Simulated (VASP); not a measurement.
# WC (P1) in VASP: single point with r2SCAN

Aim: the single point of WC with r2SCAN.

All numbers are computed with VASP 6.6.1; they aren't measurements. Logs are shortened: lines on timing, memory, paths and dates and some standing lists are left out, and cuts for length are marked.

**1. The cell of the first run**

The typed cell holds 2 atoms: a = 2.901 Å, b = 2.901 Å, c = 2.829 Å, α = 90.00°, β = 90.00°, γ = 120.00°.

**2. Single point, r2SCAN (atom 1 (W) moved by (-0.450, -0.225) A along [1 1 0] and z)**

The input, POSCAR:

```
WC
1.0
    2.9005014360      0.0000000000      0.0000000000
   -1.4502507180      2.5119079273      0.0000000000
    0.0000000000      0.0000000000      2.8290000000
W C
1 1
Direct
   -0.1730424181     -0.1266758419     -0.0795334040
    0.6666666667      0.3333333333      0.5000000000
```

The input, INCAR.step1:

```
SYSTEM = WC
PREC = Accurate
ENCUT = 520
ISMEAR = 0
SIGMA = 0.15
LREAL = .FALSE.
LASPH = .TRUE.
NELM = 80
NBANDS = 16
GGA = PE
ALGO = Normal
EDIFF = 1E-4
LWAVE = .TRUE.
LCHARG = .FALSE.
```

The input, INCAR.step2:

```
SYSTEM = WC
PREC = Accurate
ENCUT = 520
EDIFF = 1E-6
ISMEAR = 0
SIGMA = 0.15
LREAL = .FALSE.
LASPH = .TRUE.
NELM = 80
ALGO = Normal
ISIF = 2
LWAVE = .FALSE.
LCHARG = .FALSE.
METAGGA = R2SCAN
LMIXTAU = .TRUE.
NBANDS = 16
ISTART = 1
```

The input, KPOINTS:

```
Automatic mesh
0
G
  18 18 16
  0 0 0
```

Potentials or basis: VASP PAW PBE potentials, release 64 (W_sv, C).

Launch:

```
> cat potpaw_PBE.64/W_sv/POTCAR potpaw_PBE.64/C/POTCAR > POTCAR
> cp INCAR.step1 INCAR
> mpirun -np 1 vasp_std > vasp.out
> cp INCAR.step2 INCAR
> mpirun -np 1 vasp_std > vasp.out
```

OUTCAR:

```text
SYSTEM = WC
   PREC = Accurate
   ENCUT = 520
   EDIFF = 1E-6
   ISMEAR = 0
   LREAL = .FALSE.
   LASPH = .TRUE.
   NELM = 80
   ISIF = 2
   METAGGA = R2SCAN
   ISTART = 1

 ion  position               nearest neighbor table
   1  0.827  0.873  0.920-   2 1.83   2 2.01   2 2.15   2 2.30   2 2.42   2 2.67
   2  0.667  0.333  0.500-   1 1.83   1 2.01   1 2.15   1 2.30   1 2.42   1 2.67

  LATTYP: Found a hexagonal cell.
 ALAT       =     2.9005014360
 C/A-ratio  =     0.9753485949

  Lattice vectors:

 A1 = (   2.9005014360,   0.0000000000,   0.0000000000)
 A2 = (  -1.4502507180,   2.5119079273,   0.0000000000)
 A3 = (   0.0000000000,   0.0000000000,   2.8290000000)

Analysis of symmetry for initial positions (statically):
=====================================================================
 Subroutine PRICEL returns:
 Original cell was already a primitive cell.

 Routine SETGRP: Setting up the symmetry group for a
 hexagonal supercell.

 Subroutine GETGRP returns: Found  1 space group operations
 (whereof  1 operations were pure point group operations)
 out of a pool of 24 trial point group operations.

The static configuration has the point symmetry C_1 .

Analysis of symmetry for dynamics (positions and initial velocities):
=====================================================================
 Subroutine PRICEL returns:
 Original cell was already a primitive cell.

 Routine SETGRP: Setting up the symmetry group for a
 hexagonal supercell.

 Subroutine GETGRP returns: Found  1 space group operations
 (whereof  1 operations were pure point group operations)
 out of a pool of 24 trial point group operations.

The dynamic configuration has the point symmetry C_1 .

 Subroutine INISYM returns: Found  1 space group operations
 (whereof  1 operations are pure point group operations),
 and found     1 'primitive' translations

----------------------------------------------------------------------------------------

                                     Primitive cell

  volume of cell :      20.6115

  direct lattice vectors                    reciprocal lattice vectors
     2.900501436  0.000000000  0.000000000     0.344767973  0.199051882  0.000000000
    -1.450250718  2.511907927  0.000000000     0.000000000  0.398103764  0.000000000
     0.000000000  0.000000000  2.829000000     0.000000000  0.000000000  0.353481796

[... 75 lines left out ...]
   ISTART =      1    job   : 0-new  1-cont  2-samecut
   ICHARG =      0    charge: 1-file 2-atom 10-const
   ISPIN  =      1    spin polarized calculation?
   LNONCOLLINEAR =      F non collinear calculations
   LSORBIT =      F    spin-orbit coupling
   LASPH  =      T    aspherical Exc in radial PAW
   ENCUT  =  520.0 eV  38.22 Ry    6.18 a.u.   5.39  5.39  5.26*2*pi/ulx,y,z
   NELM   =     80;   NELMIN=  2; NELMDL=  0     # of ELM steps
   EDIFF  = 0.1E-05   stopping-criterion for ELM
   LREAL  =      F    real-space projection
   EDIFFG = 0.1E-04   stopping-criterion for IOM
   NSW    =      0    number of steps for IOM
   IBRION =     -1    ionic relax: 0-MD 1-quasi-New 2-CG
   NFREE  =      0    steps in history (QN), initial steepest desc. (CG)
   ISIF   =      2    stress and relaxation
   ISYM   =      2    0-nonsym 1-usesym 2-fastsym
   POTIM  = 0.5000    time-step for ionic-motion
   TEBEG  =    0.0;   TEEND  =   0.0 temperature during run
   PSTRESS=    0.0 pullay stress
   NELECT =      18.0000    total number of electrons
   NUPDOWN=      -1.0000    fix difference up-down
   EMIN   =  10.00;   EMAX   =-10.00  energy-range for DOS
   EFERMI =   0.00;   METHOD = LEGACY
   ISMEAR =     0;   SIGMA  =   0.15  broadening in eV -4-tet -1-fermi 0-gaus
   EFERMI_NEDOS =   21; number of points for ismear=-14 and -15
   IALGO  =     38    algorithm
   IMIX   =      4    mixing-type and parameters
     AMIX     =   0.40;   BMIX     =  1.00
     AMIX_MAG =   1.60;   BMIX_MAG =  1.00
  volume/ion in A,a.u.               =      10.31        69.55
  Fermi-wavevector in a.u.,A,eV,Ry     =   1.564813  2.957068 33.315762  2.448639
  Thomas-Fermi vector in A             =   2.667381
   LORBIT       =      0    0 simple, 1 ext, 2 COOP (PROOUT), +10 PAW based schemes
   METAGGA = R2SCAN    functional components
   LHFCALC =     F    Hartree Fock is set to
   AEXX    =    0.0000 exact exchange contribution
   IVDW    =     0    specifies the selected vdW correction
   LEPSILON=     F    determine dielectric tensor
   LRPA    =     F    only Hartree local field effects (RPA)
 non-spin polarized calculation
 Gauss-broadening in eV      SIGMA  =   0.15
  energy-cutoff  :      520.00
  volume of cell :       20.61
 maximum number of plane-waves:       580
 NGX is ok and might be reduce to    24
   NGX = 11   NGY = 11   NGZ = 11

 number of electron      18.0000000 magnetization

 Free energy of the ion-electron system (eV)
  ---------------------------------------------------
  ext. energy  EPLUGINS =         0.00000000
  ---------------------------------------------------
  free energy    TOTEN  =       -59.74595586 eV

  energy without entropy =      -59.74061475  energy(sigma->0) =      -59.74328531

 E-fermi :  11.6947     XC(G=0): -14.9255

 val. band max:       11.6916392313   @ k =   0.0556   0.3889   0.0000
 cond. band min:      11.6956913491   @ k =  -0.0556  -0.0556   0.1875
 fundamental gap:      0.0040521177
 Fermi energy:        11.6947080168

 k-point     1 :       0.0000    0.0000    0.0000
  band No.  band energies     occupation
      1     -64.5803      2.00000
      2     -28.0852      2.00000
      3     -27.9283      2.00000
      4     -27.7848      2.00000
      5      -4.2723      2.00000
      6       5.5906      2.00000
[... 433 lines left out ...]
      3     -28.0178      2.00000
      4     -27.9025      2.00000
      5      -0.1077      2.00000
      6       2.8626      2.00000
[... 8 lines left out ...]
     15      25.8168      0.00000
     16      28.4673      0.00000

 [... further k-points ...]
[... 5 lines left out ...]
  --------------------------------------------------------------------------------------
  -------------------------------------------------------------------------------------
  Total        2.2696784      7.2317247      7.9804812     -2.2552410      3.5337898      0.7063100
  in kB      176.4270428    562.1377087    620.3401786   -175.3047933    274.6891792     54.9030117
  external PRESSURE =     452.9683100 kB  Pullay stress =       0.0000000 kB

 VOLUME and BASIS-vectors are now :
 -----------------------------------------------------------------------------
  energy-cutoff  :      520.00
  volume of cell :       20.61
      direct lattice vectors                 reciprocal lattice vectors
     2.900501436  0.000000000  0.000000000     0.344767973  0.199051882  0.000000000
    -1.450250718  2.511907927  0.000000000     0.000000000  0.398103764  0.000000000
     0.000000000  0.000000000  2.829000000     0.000000000  0.000000000  0.353481796

 POSITION                                       TOTAL-FORCE (eV/Angst)
 -----------------------------------------------------------------------------------
      1.13205      2.19371      2.60400         2.326490      5.134302      4.975001
      1.45025      0.83730      1.41450        -2.326490     -5.134302     -4.975001
 -----------------------------------------------------------------------------------
    total drift:                                0.000361      0.000585      0.000717

  FREE ENERGIE OF THE ION-ELECTRON SYSTEM (eV)
  ---------------------------------------------------
  free  energy   TOTEN  =       -59.7459558599 eV

  energy  without entropy=      -59.7406147526  energy(sigma->0) =      -59.74328531
```

OUTCAR.step1:

```text
SYSTEM = WC
   PREC = Accurate
   ENCUT = 520
   ISMEAR = 0
   LREAL = .FALSE.
   LASPH = .TRUE.
[... 679 lines left out ...]
      1.13205      2.19371      2.60400         2.171544      5.089648      5.033806
      1.45025      0.83730      1.41450        -2.171544     -5.089648     -5.033806
 -----------------------------------------------------------------------------------
    total drift:                               -0.000179      0.004460      0.005177

  FREE ENERGIE OF THE ION-ELECTRON SYSTEM (eV)
  ---------------------------------------------------
  free  energy   TOTEN  =       -20.6029605974 eV

  energy  without entropy=      -20.5972275727  energy(sigma->0) =      -20.60009409
```

It took 65 min on 1 thread of Oxide Virtual Turin-like, shared host; peak memory 0.84 GiB.

Results:

| Item | Value |
| --- | --- |
| Free energy | -59.7460 eV |
| Pressure | 45.3 GPa |
| Largest force | 7.518 eV/Å |
| Band gap on the k mesh | zero (bands 9 and 10 overlap by 1.95 eV) |

Forces in eV/Å, atoms in the order of the input:
```
W    2.326  5.134  4.975
C   -2.326 -5.134 -4.975
```

Caveat: the cell differs from its parent crystal (atom 1 (W) moved by (-0.450, -0.225) A along [1 1 0] and z); the stress differs along the axes, from 18 to 62 GPa; the PAW data sets were made with another functional, which shifts forces and pressure a little; spin-orbit coupling is left out, which moves the levels of the heavy elements.
